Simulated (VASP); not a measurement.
# Mo (C2/m) in VASP: single point with PBEsol

Aim: the single point of Mo with PBEsol.

Everything below comes from runs of VASP 6.6.1. Logs are shortened: lines on timing, memory, paths and dates and some standing lists are left out, and cuts for length are marked.

**1. The cell of the first run**

Symmetry: C2/m, No. 12, monoclinic system. The conventional cell has a = 3.142 Å, b = 4.443 Å, c = 8.975 Å, α = 90.00°, β = 98.05°, γ = 90.00°. Within 3.0 Å of Mo (site symmetry m) lie 7 Mo at 2.24 to 2.72 Å. Mo (site symmetry m) has 14 Mo at 2.72 to 3.14 Å within 3.6 Å.

**2. Single point, PBEsol (the part above a cut slid along it)**

Input file INCAR:

```
SYSTEM = Mo
  PREC = Accurate
  ENCUT = 520
  EDIFF = 1E-6
  ISMEAR = 0
  SIGMA = 0.15
  LREAL = .FALSE.
  LASPH = .TRUE.
  NELM = 80
  ALGO = Fast
  ISIF = 2
  LWAVE = .FALSE.
  LCHARG = .FALSE.
  GGA = PS
  NBANDS = 36
```

Input file KPOINTS:

```
regular mesh
0
G
  18 18 6
  0 0 0
```

Input file POSCAR:

```
Mo
1.0
   -1.5710000000      1.5710000000     -1.5710000000
   -1.5710000000     -1.5710000000      1.5710000000
   -1.2568000000      6.2840000000      6.2840000000
Mo
4
Direct
   -0.3500000000     -0.3500000000      0.8750000000
    0.4500000000      0.4500000000      0.1250000000
   -0.1500000000     -0.1500000000      0.3750000000
    0.2500000000      0.2500000000      0.6250000000
```

Potentials or basis: VASP PAW PBE potentials, release 64 (Mo_sv).

Command:

```sh
cat potpaw_PBE.64/Mo_sv/POTCAR > POTCAR
mpirun -np 1 vasp_std > vasp.out
```

OUTCAR:

```text
SYSTEM = Mo
   PREC = Accurate
   ENCUT = 520
   EDIFF = 1E-6
   ISMEAR = 0
   LREAL = .FALSE.
   LASPH = .TRUE.
   NELM = 80
   ISIF = 2
   GGA = PS

 ion  position               nearest neighbor table
   1  0.650  0.650  0.875-   2 2.24   4 2.72   4 2.72   4 3.14   4 3.14   2 3.38   2 3.38
   2  0.450  0.450  0.125-   1 2.24   3 2.72   3 2.72   3 3.14   3 3.14   1 3.38   1 3.38
   3  0.850  0.850  0.375-   2 2.72   4 2.72   2 2.72   4 2.72   2 3.14   4 3.14   4 3.14   2 3.14

   4  0.250  0.250  0.625-   1 2.72   3 2.72   3 2.72   1 2.72   3 3.14   1 3.14   1 3.14   3 3.14

  LATTYP: Found a base centered monoclinic cell.
 ALAT       =     3.1420000000
 B/A-ratio  =     1.4142135624
 C/A-ratio  =     2.8565713714
 COS(beta)  =    -0.1400280084

  Lattice vectors:

 A1 = (   1.5710000000,  -1.5710000000,   1.5710000000)
 A2 = (   1.5710000000,   1.5710000000,  -1.5710000000)
 A3 = (  -1.2568000000,   6.2840000000,   6.2840000000)

Analysis of symmetry for initial positions (statically):
=====================================================================
 Subroutine PRICEL returns:
 Original cell was already a primitive cell.

 Routine SETGRP: Setting up the symmetry group for a
 base centered monoclinic supercell.

 Subroutine GETGRP returns: Found  4 space group operations
 (whereof  2 operations were pure point group operations)
 out of a pool of  4 trial point group operations.

The static configuration has the point symmetry C_1h.
 The point group associated with its full space group is C_2h.

Analysis of symmetry for dynamics (positions and initial velocities):
=====================================================================
 Subroutine PRICEL returns:
 Original cell was already a primitive cell.

 Routine SETGRP: Setting up the symmetry group for a
 base centered monoclinic supercell.

 Subroutine GETGRP returns: Found  4 space group operations
 (whereof  2 operations were pure point group operations)
 out of a pool of  4 trial point group operations.

The dynamic configuration has the point symmetry C_1h.
 The point group associated with its full space group is C_2h.

 Subroutine INISYM returns: Found  4 space group operations
 (whereof  2 operations are pure point group operations),
 and found     1 'primitive' translations

----------------------------------------------------------------------------------------

                                     Primitive cell

  volume of cell :      62.0367

  direct lattice vectors                    reciprocal lattice vectors
    -1.571000000  1.571000000 -1.571000000    -0.318268619  0.127307447 -0.190961171
    -1.571000000 -1.571000000  1.571000000    -0.318268619 -0.190961171  0.127307447
    -1.256800000  6.284000000  6.284000000     0.000000000  0.079567155  0.079567155

  length of vectors
     2.721051819  2.721051819  8.975347249     0.392387906  0.392387906  0.112524949

  position of ions in fractional coordinates (direct lattice)
     0.650000000  0.650000000  0.875000000
     0.450000000  0.450000000  0.125000000
     0.850000000  0.850000000  0.375000000
     0.250000000  0.250000000  0.625000000

  ion indices of the primitive-cell ions
   primitive index   ion index
                 1           1
                 2           2
                 3           3
                 4           4

----------------------------------------------------------------------------------------

 KPOINTS: regular mesh

Automatic generation of k-mesh.
 Grid dimensions read from file:
 generate k-points for:   18   18    6

 Generating k-lattice:

  Cartesian coordinates                     Fractional coordinates (reciprocal lattice)
    -0.017681590  0.007072636 -0.010608954     0.055555556 -0.000000000 -0.000000000
    -0.017681590 -0.010608954  0.007072636    -0.000000000  0.055555556 -0.000000000
     0.000000000  0.013261192  0.013261192     0.000000000  0.000000000  0.166666667

  Length of vectors
     0.021799328  0.021799328  0.018754158

  Shift w.r.t. Gamma in fractional coordinates (k-lattice)
     0.000000000  0.000000000  0.000000000

 Subroutine IBZKPT returns following result:
 ===========================================

 Found    524 irreducible k-points:

 Following reciprocal coordinates:
            Coordinates               Weight
  0.000000  0.000000  0.000000      1.000000
  0.055556 -0.000000  0.000000      4.000000
  0.111111 -0.000000  0.000000      4.000000
  0.166667  0.000000  0.000000      4.000000
  0.222222 -0.000000  0.000000      4.000000
  0.277778 -0.000000  0.000000      4.000000
[... 16 lines left out ...]
 -0.277778  0.055556  0.000000      4.000000
 -0.222222  0.055556  0.000000      4.000000
 [... further k-points ...]
   k-points           NKPTS =    524   k-points in BZ     NKDIM =    524   number of bands    NBANDS=     36
   number of dos      NEDOS =    301   number of ions     NIONS =      4
   total plane-waves  NPLWV =  28000
   dimension x,y,z NGX =    20 NGY =   20 NGZ =   70
   dimension x,y,z NGXF=    40 NGYF=   40 NGZF=  140
   ions per type =               4
   NGX,Y,Z   is equivalent  to a cutoff of  12.22, 12.22, 12.97 a.u.
   NGXF,Y,Z  is equivalent  to a cutoff of  24.44, 24.44, 25.93 a.u.
 SYSTEM =  Mo
   PREC   = accura    normal or accurate (medium, high low for compatibility)
   ISTART =      0    job   : 0-new  1-cont  2-samecut
   ICHARG =      2    charge: 1-file 2-atom 10-const
   ISPIN  =      1    spin polarized calculation?
   LNONCOLLINEAR =      F non collinear calculations
   LSORBIT =      F    spin-orbit coupling
   LASPH  =      T    aspherical Exc in radial PAW
   ENCUT  =  520.0 eV  38.22 Ry    6.18 a.u.   5.06  5.06 16.69*2*pi/ulx,y,z
   NELM   =     80;   NELMIN=  2; NELMDL= -5     # of ELM steps
   EDIFF  = 0.1E-05   stopping-criterion for ELM
   LREAL  =      F    real-space projection
   EDIFFG = 0.1E-04   stopping-criterion for IOM
   NSW    =      0    number of steps for IOM
   IBRION =     -1    ionic relax: 0-MD 1-quasi-New 2-CG
   NFREE  =      0    steps in history (QN), initial steepest desc. (CG)
   ISIF   =      2    stress and relaxation
   ISYM   =      2    0-nonsym 1-usesym 2-fastsym
   POTIM  = 0.5000    time-step for ionic-motion
   TEBEG  =    0.0;   TEEND  =   0.0 temperature during run
   PSTRESS=    0.0 pullay stress
   NELECT =      56.0000    total number of electrons
   NUPDOWN=      -1.0000    fix difference up-down
   EMIN   =  10.00;   EMAX   =-10.00  energy-range for DOS
   EFERMI =   0.00;   METHOD = LEGACY
   ISMEAR =     0;   SIGMA  =   0.15  broadening in eV -4-tet -1-fermi 0-gaus
   EFERMI_NEDOS =   21; number of points for ismear=-14 and -15
   IALGO  =     68    algorithm
   IMIX   =      4    mixing-type and parameters
     AMIX     =   0.40;   BMIX     =  1.00
     AMIX_MAG =   1.60;   BMIX_MAG =  1.00
  volume/ion in A,a.u.               =      15.51       104.66
  Fermi-wavevector in a.u.,A,eV,Ry     =   1.582176  2.989878 34.059184  2.503279
  Thomas-Fermi vector in A             =   2.682139
   LORBIT       =      0    0 simple, 1 ext, 2 COOP (PROOUT), +10 PAW based schemes
   GGA     = PS    functional components
   LHFCALC =     F    Hartree Fock is set to
   AEXX    =    0.0000 exact exchange contribution
   IVDW    =     0    specifies the selected vdW correction
   LEPSILON=     F    determine dielectric tensor
   LRPA    =     F    only Hartree local field effects (RPA)
 non-spin polarized calculation
 RMM-DIIS sequential band-by-band and
 Gauss-broadening in eV      SIGMA  =   0.15
  energy-cutoff  :      520.00
  volume of cell :       62.04
 maximum number of plane-waves:      1694
   NGX = 11   NGY = 11   NGZ = 33

 number of electron      56.0000000 magnetization

 Free energy of the ion-electron system (eV)
  ---------------------------------------------------
  ext. energy  EPLUGINS =         0.00000000
  ---------------------------------------------------
  free energy    TOTEN  =       -45.75925382 eV

  energy without entropy =      -45.72438018  energy(sigma->0) =      -45.74181700

 E-fermi :  12.5116     XC(G=0): -13.5309

 val. band max:       12.5107063123   @ k =  -0.3333  -0.3333   0.3333
 cond. band min:      12.5135302497   @ k =  -0.3333   0.2778   0.3333
 fundamental gap:      0.0028239374
 Fermi energy:        12.5116372492

 k-point     1 :       0.0000    0.0000    0.0000
  band No.  band energies     occupation
      1     -48.6259      2.00000
      2     -48.4761      2.00000
      3     -48.4607      2.00000
      4     -48.0619      2.00000
      5     -23.8169      2.00000
      6     -22.8784      2.00000
[... 28 lines left out ...]
     35      14.3077      0.00000
     36      14.4570      0.00000

 k-point     2 :       0.0556   -0.0000    0.0000
  band No.  band energies     occupation
      1     -48.6200      2.00000
      2     -48.4743      2.00000
      3     -48.4555      2.00000
      4     -48.0583      2.00000
      5     -23.8080      2.00000
      6     -22.8836      2.00000
[... 28 lines left out ...]
     35      14.2693      0.00000
     36      14.4775      0.00000

 k-point     3 :       0.1111   -0.0000    0.0000
  band No.  band energies     occupation
      1     -48.6029      2.00000
      2     -48.4676      2.00000
      3     -48.4420      2.00000
      4     -48.0480      2.00000
      5     -23.7825      2.00000
      6     -22.8989      2.00000
[... 28 lines left out ...]
     35      14.2035      0.00000
     36      14.5058      0.00000

 k-point     4 :       0.1667    0.0000    0.0000
  band No.  band energies     occupation
      1     -48.5761      2.00000
      2     -48.4555      2.00000
      3     -48.4236      2.00000
      4     -48.0321      2.00000
      5     -23.7447      2.00000
      6     -22.9248      2.00000
[... 28 lines left out ...]
     35      14.2537      0.00000
     36      14.5732      0.00000

 k-point     5 :       0.2222   -0.0000    0.0000
  band No.  band energies     occupation
      1     -48.5420      2.00000
      2     -48.4393      2.00000
      3     -48.4033      2.00000
      4     -48.0124      2.00000
      5     -23.7015      2.00000
      6     -22.9638      2.00000
[... 655 lines left out ...]
 k-point    22 :      -0.3333    0.0556   -0.0000
  band No.  band energies     occupation
      1     -48.4760      2.00000
      2     -48.3986      2.00000
      3     -48.3649      2.00000
      4     -47.9698      2.00000
      5     -23.6377      2.00000
      6     -23.0668      2.00000
[... 28 lines left out ...]
     35      15.0660      0.00000
     36      15.1982      0.00000

 k-point    23 :      -0.2778    0.0556    0.0000
  band No.  band energies     occupation
      1     -48.5137      2.00000
      2     -48.4159      2.00000
      3     -48.3820      2.00000
      4     -47.9899      2.00000
      5     -23.6703      2.00000
      6     -22.9863      2.00000
[... 28 lines left out ...]
     35      14.5613      0.00000
     36      15.0619      0.00000

 k-point    24 :      -0.2222    0.0556    0.0000
  band No.  band energies     occupation
      1     -48.5498      2.00000
      2     -48.4335      2.00000
      3     -48.4029      2.00000
      4     -48.0108      2.00000
      5     -23.7131      2.00000
      6     -22.9257      2.00000
[... 28 lines left out ...]
     35      14.3820      0.00000
     36      14.8154      0.00000

 [... further k-points ...]

------------------------ aborting loop because EDIFF is reached ----------------------------------------

  FORCE on cell =-STRESS in cart. coord.  units (eV):
  Direction    XX          YY          ZZ          XY          YZ          ZX
  --------------------------------------------------------------------------------------
  -------------------------------------------------------------------------------------
  Total       -0.3184025      2.7205050      2.7205050      1.5870608      2.1027103      1.5870611
  in kB       -8.2231550     70.2605545     70.2605545     40.9878935     54.3052090     40.9879013
  external PRESSURE =      44.0993180 kB  Pullay stress =       0.0000000 kB

 VOLUME and BASIS-vectors are now :
 -----------------------------------------------------------------------------
  energy-cutoff  :      520.00
  volume of cell :       62.04
      direct lattice vectors                 reciprocal lattice vectors
    -1.571000000  1.571000000 -1.571000000    -0.318268619  0.127307447 -0.190961171
    -1.571000000 -1.571000000  1.571000000    -0.318268619 -0.190961171  0.127307447
    -1.256800000  6.284000000  6.284000000     0.000000000  0.079567155  0.079567155

 POSITION                                       TOTAL-FORCE (eV/Angst)
 -----------------------------------------------------------------------------------
     -3.14200      5.49850      5.49850        -1.021006     -1.785365     -1.785365
     -1.57100      0.78550      0.78550         1.021006      1.785365      1.785365
     -3.14200      2.35650      2.35650         0.068356      0.177696      0.177696
     -1.57100      3.92750      3.92750        -0.068356     -0.177696     -0.177696
 -----------------------------------------------------------------------------------
    total drift:                                0.000000      0.000000      0.000000

  FREE ENERGIE OF THE ION-ELECTRON SYSTEM (eV)
  ---------------------------------------------------
  free  energy   TOTEN  =       -45.7592538249 eV

  energy  without entropy=      -45.7243801827  energy(sigma->0) =      -45.74181700
```

It took 27 min on 1 thread of Intel Xeon 8259CL, shared host; peak memory 0.81 GiB.

What came out:

```
Free energy            : -45.7593 eV
Pressure               : 4.4 GPa
Largest force          : 2.724 eV/Å
Band gap on the k mesh : zero (bands 28 and 29 overlap by 2.33 eV)
```

Forces in eV/Å, atoms in the order of the input:
```
Mo  -1.021 -1.785 -1.785
Mo   1.021  1.785  1.785
Mo   0.068  0.178  0.178
Mo  -0.068 -0.178 -0.178
```

Caveat: the cell differs from its parent crystal (the part above a cut slid along it); the stress differs along the axes, from -1 to 7 GPa; the PAW data sets were made with another functional, which shifts forces and pressure a little.
